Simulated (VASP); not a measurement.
Input of a VASP 6.6.1 run:

INCAR

```
SYSTEM = Ca2B
PREC = Accurate ; ENCUT = 520
EDIFF = 1E-7 ; ISMEAR = 0
SIGMA = 0.1 ; LREAL = .False.
LASPH = .True. ; NELM = 60
ALGO = Normal ; ISIF = 2
LWAVE = .False. ; LCHARG = .False.
LDIPOL = .True. ; IDIPOL = 3
DIPOL = 0.5 0.5 0.263 ; GGA = PE
NBANDS = 18
```

The input KPOINTS:

```
Automatic mesh
0
Gamma
  12 12 1
  0 0 0
```

Contents of POSCAR:

```
Ca2B
1.0
    4.0292847397      0.0000000000      0.0000000000
   -2.0146423698      3.4894629436      0.0000000000
    0.0000000000      0.0000000000     28.5662699288
Ca B
2 1
Direct
    0.6666666667      0.3333333333      0.3100791034
    0.3333333333      0.6666666667      0.2150157038
    0.0000000000      1.0000000000      0.2625474036
```

Potentials or basis: VASP PAW PBE potentials, release 64 (Ca_sv, B).

The run is started by

```sh
$ cat potpaw_PBE.64/Ca_sv/POTCAR potpaw_PBE.64/B/POTCAR > POTCAR
$ mpirun -np 1 vasp_std > vasp.out
```

Question: Predict the largest force.

Answer: 0.023 eV/Å.

Question: Estimate the band gap on the k mesh.

Answer: Zero (an odd number of electrons rules out a gap without spin polarisation).

Forces in eV/Å, atoms in the order of the input:
```
Ca   0.000  0.000  0.023
Ca   0.000  0.000 -0.023
B    0.000  0.000  0.000
```
